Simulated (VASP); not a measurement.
# BN (P6_3mc) in VASP: single point with LDA

Aim: the single point of BN with LDA.

All numbers are computed with VASP 6.6.1; they aren't measurements. Logs are shortened: lines on timing, memory, paths and dates and some standing lists are left out, and cuts for length are marked.

## (1) The cell of the first run

It takes space group P6_3mc (No. 186, hexagonal). Conventional cell: a = 2.523 Å, b = 2.523 Å, c = 4.174 Å, α = 90.00°, β = 90.00°, γ = 120.00°. Within 2.1 Å of B (site symmetry 3m) lie 4 N at 1.55 to 1.56 Å. Within 2.1 Å of N (site symmetry 3m) lie 4 B at 1.55 to 1.56 Å.

## (2) Single point, LDA

File INCAR:

```
PREC = Accurate ; ENCUT = 1330
EDIFF = 1E-6 ; ISMEAR = 0
SIGMA = 0.02 ; LREAL = F
LASPH = T ; NELM = 120
ALGO = Normal ; ISIF = 2
LWAVE = F ; LCHARG = T
GGA = CA ; LELF = T
LVHAR = T ; NBANDS = 16
GGA_COMPAT = F
```

File KPOINTS:

```
regular mesh
0
Gamma
  12 12 6
```

File POSCAR:

```
BN
1.0
    2.5226742833      0.0000000000      0.0000000000
   -1.2613371416      2.1847000148      0.0000000000
    0.0000000000      0.0000000000      4.1744161463
B N
2 2
Direct
    0.6666666667      0.3333333333      0.9997116891
    0.3333333333      0.6666666667      0.4997116891
    0.6666666667      0.3333333333      0.6252883109
    0.3333333333      0.6666666667      0.1252883109
```

Potentials or basis: VASP PAW LDA potentials, release 64 (B_h, N_h).

Command:

```
$ cat potpaw_LDA.64/B_h/POTCAR potpaw_LDA.64/N_h/POTCAR > POTCAR
$ mpirun -np 1 vasp_std > vasp.out
```

OUTCAR:

```text
PREC = Accurate
   ENCUT = 1330
   EDIFF = 1E-6
   ISMEAR = 0
   LREAL = F
   LASPH = T
   NELM = 120
   ISIF = 2
   GGA = CA

 ion  position               nearest neighbor table
   1  0.667  0.333  1.000-
   2  0.333  0.667  0.500-
   3  0.667  0.333  0.625-
   4  0.333  0.667  0.125-

  LATTYP: Found a hexagonal cell.
 ALAT       =     2.5226742833
 C/A-ratio  =     1.6547582753

  Lattice vectors:

 A1 = (   2.5226742833,   0.0000000000,   0.0000000000)
 A2 = (  -1.2613371416,   2.1847000148,   0.0000000000)
 A3 = (   0.0000000000,   0.0000000000,   4.1744161463)

Analysis of symmetry for initial positions (statically):
=====================================================================
 Subroutine PRICEL returns:
 Original cell was already a primitive cell.

 Routine SETGRP: Setting up the symmetry group for a
 hexagonal supercell.

 Subroutine GETGRP returns: Found 12 space group operations
 (whereof  6 operations were pure point group operations)
 out of a pool of 24 trial point group operations.

The static configuration has the point symmetry C_3v.
 The point group associated with its full space group is C_6v.

Analysis of symmetry for dynamics (positions and initial velocities):
=====================================================================
 Subroutine PRICEL returns:
 Original cell was already a primitive cell.

 Routine SETGRP: Setting up the symmetry group for a
 hexagonal supercell.

 Subroutine GETGRP returns: Found 12 space group operations
 (whereof  6 operations were pure point group operations)
 out of a pool of 24 trial point group operations.

The dynamic configuration has the point symmetry C_3v.
 The point group associated with its full space group is C_6v.

 Subroutine INISYM returns: Found 12 space group operations
 (whereof  6 operations are pure point group operations),
 and found     1 'primitive' translations

----------------------------------------------------------------------------------------

                                     Primitive cell

  volume of cell :      23.0064

  direct lattice vectors                    reciprocal lattice vectors
     2.522674283  0.000000000  0.000000000     0.396404723  0.228864373  0.000000000
    -1.261337142  2.184700015  0.000000000     0.000000000  0.457728747  0.000000000
     0.000000000  0.000000000  4.174416146     0.000000000  0.000000000  0.239554459

  length of vectors
     2.522674283  2.522674283  4.174416146     0.457728747  0.457728747  0.239554459

  position of ions in fractional coordinates (direct lattice)
     0.666666667  0.333333333  0.999711689
     0.333333333  0.666666667  0.499711689
     0.666666667  0.333333333  0.625288311
     0.333333333  0.666666667  0.125288311

  ion indices of the primitive-cell ions
   primitive index   ion index
                 1           1
                 2           2
                 3           3
                 4           4

----------------------------------------------------------------------------------------

 KPOINTS: regular mesh

Automatic generation of k-mesh.
 Grid dimensions read from file:
 generate k-points for:   12   12    6

 Generating k-lattice:

  Cartesian coordinates                     Fractional coordinates (reciprocal lattice)
     0.033033727  0.019072031  0.000000000     0.083333333  0.000000000  0.000000000
     0.000000000  0.038144062  0.000000000     0.000000000  0.083333333  0.000000000
     0.000000000  0.000000000  0.039925743     0.000000000  0.000000000  0.166666667

  Length of vectors
     0.038144062  0.038144062  0.039925743

  Shift w.r.t. Gamma in fractional coordinates (k-lattice)
     0.000000000  0.000000000  0.000000000

 Subroutine IBZKPT returns following result:
 ===========================================

 Found     76 irreducible k-points:

 Following reciprocal coordinates:
            Coordinates               Weight
  0.000000  0.000000  0.000000      1.000000
  0.083333 -0.000000  0.000000      6.000000
  0.166667 -0.000000  0.000000      6.000000
  0.250000  0.000000  0.000000      6.000000
  0.333333 -0.000000  0.000000      6.000000
  0.416667 -0.000000  0.000000      6.000000
[... 16 lines left out ...]
  0.250000  0.000000  0.166667     12.000000
  0.333333 -0.000000  0.166667     12.000000
 [... further k-points ...]
   k-points           NKPTS =     76   k-points in BZ     NKDIM =     76   number of bands    NBANDS=     16
   number of dos      NEDOS =    301   number of ions     NIONS =      4
   total plane-waves  NPLWV =  45000
   dimension x,y,z NGX =    30 NGY =   30 NGZ =   50
   dimension x,y,z NGXF=    60 NGYF=   60 NGZF=  100
   ions per type =               2   2
   NGX,Y,Z   is equivalent  to a cutoff of  19.77, 19.77, 19.91 a.u.
   NGXF,Y,Z  is equivalent  to a cutoff of  39.54, 39.54, 39.82 a.u.
 SYSTEM =  unknown system
   PREC   = accura    normal or accurate (medium, high low for compatibility)
   ISTART =      0    job   : 0-new  1-cont  2-samecut
   ICHARG =      2    charge: 1-file 2-atom 10-const
   ISPIN  =      1    spin polarized calculation?
   LNONCOLLINEAR =      F non collinear calculations
   LSORBIT =      F    spin-orbit coupling
   LASPH  =      T    aspherical Exc in radial PAW
   ENCUT  = 1330.0 eV  97.75 Ry    9.89 a.u.   7.50  7.50 12.41*2*pi/ulx,y,z
   NELM   =    120;   NELMIN=  2; NELMDL= -5     # of ELM steps
   EDIFF  = 0.1E-05   stopping-criterion for ELM
   LREAL  =      F    real-space projection
   EDIFFG = 0.1E-04   stopping-criterion for IOM
   NSW    =      0    number of steps for IOM
   IBRION =     -1    ionic relax: 0-MD 1-quasi-New 2-CG
   NFREE  =      0    steps in history (QN), initial steepest desc. (CG)
   ISIF   =      2    stress and relaxation
   ISYM   =      2    0-nonsym 1-usesym 2-fastsym
   POTIM  = 0.5000    time-step for ionic-motion
   TEBEG  =    0.0;   TEEND  =   0.0 temperature during run
   PSTRESS=    0.0 pullay stress
   NELECT =      16.0000    total number of electrons
   NUPDOWN=      -1.0000    fix difference up-down
   EMIN   =  10.00;   EMAX   =-10.00  energy-range for DOS
   EFERMI =   0.00;   METHOD = LEGACY
   ISMEAR =     0;   SIGMA  =   0.02  broadening in eV -4-tet -1-fermi 0-gaus
   EFERMI_NEDOS =   21; number of points for ismear=-14 and -15
   IALGO  =     38    algorithm
   IMIX   =      4    mixing-type and parameters
     AMIX     =   0.40;   BMIX     =  1.00
     AMIX_MAG =   1.60;   BMIX_MAG =  1.00
  volume/ion in A,a.u.               =       5.75        38.81
  Fermi-wavevector in a.u.,A,eV,Ry     =   1.450436  2.740927 28.623456  2.103765
  Thomas-Fermi vector in A             =   2.568048
   LORBIT       =      0    0 simple, 1 ext, 2 COOP (PROOUT), +10 PAW based schemes
   GGA     = CA    functional components
   LHFCALC =     F    Hartree Fock is set to
   AEXX    =    0.0000 exact exchange contribution
   IVDW    =     0    specifies the selected vdW correction
   LEPSILON=     F    determine dielectric tensor
   LRPA    =     F    only Hartree local field effects (RPA)
 non-spin polarized calculation
 Gauss-broadening in eV      SIGMA  =   0.02
  energy-cutoff  :     1330.00
  volume of cell :       23.01
 maximum number of plane-waves:      2559
 NGX is ok and might be reduce to    30
   NGX = 15   NGY = 15   NGZ = 25

 number of electron      16.0000000 magnetization

 Free energy of the ion-electron system (eV)
  ---------------------------------------------------
  ext. energy  EPLUGINS =         0.00000000
  ---------------------------------------------------
  free energy    TOTEN  =       -38.77017307 eV

  energy without entropy =      -38.77017307  energy(sigma->0) =      -38.77017307

 E-fermi :   9.5333     XC(G=0): -13.3890

 val. band max:        9.3916939436   @ k =   0.0000   0.0000   0.0000
 cond. band min:      14.3006146670   @ k =   0.3333   0.3333   0.0000
 fundamental gap:      4.9089207234
 Fermi energy:         9.5333180908

 k-point     1 :       0.0000    0.0000    0.0000
  band No.  band energies     occupation
      1     -11.1689      2.00000
      2      -6.8284      2.00000
      3      -1.8166      2.00000
      4       7.2025      2.00000
      5       7.2025      2.00000
      6       9.0965      2.00000
[... 8 lines left out ...]
     15      21.3622      0.00000
     16      25.7006      0.00000

 k-point     2 :       0.0833   -0.0000    0.0000
  band No.  band energies     occupation
      1     -11.0139      2.00000
      2      -6.7079      2.00000
      3      -1.6640      2.00000
      4       6.5055      2.00000
      5       6.9085      2.00000
      6       8.8180      2.00000
[... 8 lines left out ...]
     15      21.8140      0.00000
     16      25.4605      0.00000

 k-point     3 :       0.1667   -0.0000    0.0000
  band No.  band energies     occupation
      1     -10.5533      2.00000
      2      -6.3624      2.00000
      3      -1.2122      2.00000
      4       4.8200      2.00000
      5       6.2209      2.00000
      6       7.4020      2.00000
[... 8 lines left out ...]
     15      22.9873      0.00000
     16      24.7551      0.00000

 k-point     4 :       0.2500    0.0000    0.0000
  band No.  band energies     occupation
      1      -9.8028      2.00000
      2      -5.8542      2.00000
      3      -0.4827      2.00000
      4       2.8121      2.00000
      5       5.4540      2.00000
      6       5.6170      2.00000
[... 8 lines left out ...]
     15      24.5009      0.00000
     16      25.0090      0.00000

 k-point     5 :       0.3333   -0.0000    0.0000
  band No.  band energies     occupation
      1      -8.8007      2.00000
      2      -5.3578      2.00000
      3       0.4281      2.00000
      4       1.0547      2.00000
      5       3.8173      2.00000
      6       4.8101      2.00000
[... 8 lines left out ...]
     15      25.4756      0.00000
     16      25.9616      0.00000

 k-point     6 :       0.4167   -0.0000    0.0000
  band No.  band energies     occupation
      1      -7.6534      2.00000
      2      -5.2733      2.00000
      3      -0.1009      2.00000
      4       1.5329      2.00000
      5       2.3445      2.00000
      6       4.3925      2.00000
[... 8 lines left out ...]
     15      25.6546      0.00000
     16      27.0107      0.00000
[... 267 lines left out ...]
 k-point    21 :       0.0833   -0.0000    0.1667
  band No.  band energies     occupation
      1     -10.8444      2.00000
      2      -7.3150      2.00000
      3      -0.7639      2.00000
      4       6.6323      2.00000
      5       7.0343      2.00000
      6       8.0281      2.00000
[... 8 lines left out ...]
     15      21.4937      0.00000
     16      25.1643      0.00000

 k-point    22 :       0.1667   -0.0000    0.1667
  band No.  band energies     occupation
      1     -10.3861      2.00000
      2      -6.9391      2.00000
      3      -0.3655      2.00000
      4       4.9663      2.00000
      5       6.3561      2.00000
      6       6.9597      2.00000
[... 8 lines left out ...]
     15      22.6633      0.00000
     16      24.8118      0.00000

 k-point    23 :       0.2500    0.0000    0.1667
  band No.  band energies     occupation
      1      -9.6404      2.00000
      2      -6.3684      2.00000
      3       0.2181      2.00000
      4       3.0279      2.00000
      5       5.1730      2.00000
      6       5.5967      2.00000
[... 8 lines left out ...]
     15      24.1569      0.00000
     16      25.1101      0.00000

 k-point    24 :       0.3333   -0.0000    0.1667
  band No.  band energies     occupation
      1      -8.6478      2.00000
      2      -5.7483      2.00000
      3       0.3733      2.00000
      4       1.8543      2.00000
      5       3.3500      2.00000
      6       4.9576      2.00000
[... 8 lines left out ...]
     15      25.5695      0.00000
     16      25.9417      0.00000

 [... further k-points ...]

------------------------ aborting loop because EDIFF is reached ----------------------------------------

  FORCE on cell =-STRESS in cart. coord.  units (eV):
  Direction    XX          YY          ZZ          XY          YZ          ZX
  --------------------------------------------------------------------------------------
  -------------------------------------------------------------------------------------
  Total        0.1289648      0.1289648      0.1213473      0.0000000      0.0000000      0.0000000
  in kB        8.9811690      8.9811690      8.4506838      0.0000000      0.0000000      0.0000000
  external PRESSURE =       8.8043406 kB  Pullay stress =       0.0000000 kB

 VOLUME and BASIS-vectors are now :
 -----------------------------------------------------------------------------
  energy-cutoff  :     1330.00
  volume of cell :       23.01
      direct lattice vectors                 reciprocal lattice vectors
     2.522674283  0.000000000  0.000000000     0.396404723  0.228864373  0.000000000
    -1.261337142  2.184700015  0.000000000     0.000000000  0.457728747  0.000000000
     0.000000000  0.000000000  4.174416146     0.000000000  0.000000000  0.239554459

 POSITION                                       TOTAL-FORCE (eV/Angst)
 -----------------------------------------------------------------------------------
      1.26134      0.72823      4.17321        -0.000000      0.000000     -0.004942
     -0.00000      1.45647      2.08600         0.000000     -0.000000     -0.004942
      1.26134      0.72823      2.61021         0.000000     -0.000000      0.004942
     -0.00000      1.45647      0.52301        -0.000000      0.000000      0.004942
 -----------------------------------------------------------------------------------
    total drift:                                0.000000     -0.000000      0.000879

  FREE ENERGIE OF THE ION-ELECTRON SYSTEM (eV)
  ---------------------------------------------------
  free  energy   TOTEN  =       -38.7701730665 eV

  energy  without entropy=      -38.7701730665  energy(sigma->0) =      -38.77017307
```

It took 3.6 min on 1 thread of AMD EPYC 7R43 (Zen 3), shared host; peak memory 0.18 GiB.

Results:

```yaml
Free_energy: -38.7702 eV
Pressure: 0.9 GPa
Largest_force: 0.005 eV/Å
Band_gap_on_the_k_mesh: 4.91 eV (least direct gap 8.28 eV)
```

Forces in eV/Å, atoms in the order of the input:
```
B    0.000  0.000 -0.005
B    0.000  0.000 -0.005
N    0.000  0.000  0.005
N    0.000  0.000  0.005
```

Levels at points of the mesh, in eV from the valence-band top:
| k point | band 4 | band 5 | band 6 | band 7 | band 8 | band 9 | band 10 | band 11 | band 12 | band 13 |
| --- | --- | --- | --- | --- | --- | --- | --- | --- | --- | --- |
| (0.00, 0.00, 0.00) | -2.19 | -2.19 | -0.30 | 0.00 | 0.00 | 8.35 | 8.35 | 8.63 | 9.94 | 11.24 |
| (0.50, 0.00, 0.00) | -7.94 | -7.06 | -5.14 | -4.60 | -2.18 | 6.72 | 7.89 | 10.61 | 11.66 | 13.16 |
| (0.00, 0.00, 0.50) | -5.82 | -1.21 | -1.21 | -1.21 | -1.21 | 9.71 | 9.71 | 9.94 | 9.94 | 9.94 |
| (0.50, 0.00, 0.50) | -10.25 | -3.89 | -3.89 | -3.67 | -3.67 | 6.59 | 6.59 | 10.15 | 10.15 | 14.38 |
